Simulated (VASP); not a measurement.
A run of VASP 6.6.1:

INCAR

```
SYSTEM = La2O3
PREC = Accurate
ENCUT = 520
EDIFF = 1E-6
ISMEAR = 0
SIGMA = 0.02
LREAL = .FALSE.
LASPH = .TRUE.
NELM = 80
ALGO = Normal
ISIF = 2
LWAVE = .FALSE.
LCHARG = .FALSE.
GGA = PE
NBANDS = 28
```

The input KPOINTS:

```
Automatic mesh
0
G
  6 6 4
  0 0 0
```

File POSCAR:

```
La2O3
1.0
    3.9404102638      0.0000000000      0.0000000000
   -1.9702051319      3.4124953898      0.0000000000
    0.0000000000      0.0000000000      6.1875162698
La O
2 3
Direct
    0.6666666667      0.3333333333      0.7526282407
    0.3333333333      0.6666666667      0.2473717593
    0.6666666667      0.3333333333      0.3546987147
    0.3333333333      0.6666666667      0.6453012853
    0.0000000000      0.0000000000      0.0000000000
```

Potentials or basis: VASP PAW PBE potentials, release 64 (La, O).

Run with:

```sh
$ cat potpaw_PBE.64/La/POTCAR potpaw_PBE.64/O/POTCAR > POTCAR
$ mpirun -np 1 vasp_std > vasp.out
```

Hardware: 1 thread of Intel Xeon 8259CL (shared host).

**Question.** How long does it take, and how much memory?

**Answer.** Wall time 2.7 min on 1 thread of Intel Xeon 8259CL, with other jobs on the host, peak memory 0.23 GiB. Counts: scf iterations 16, k points 24.
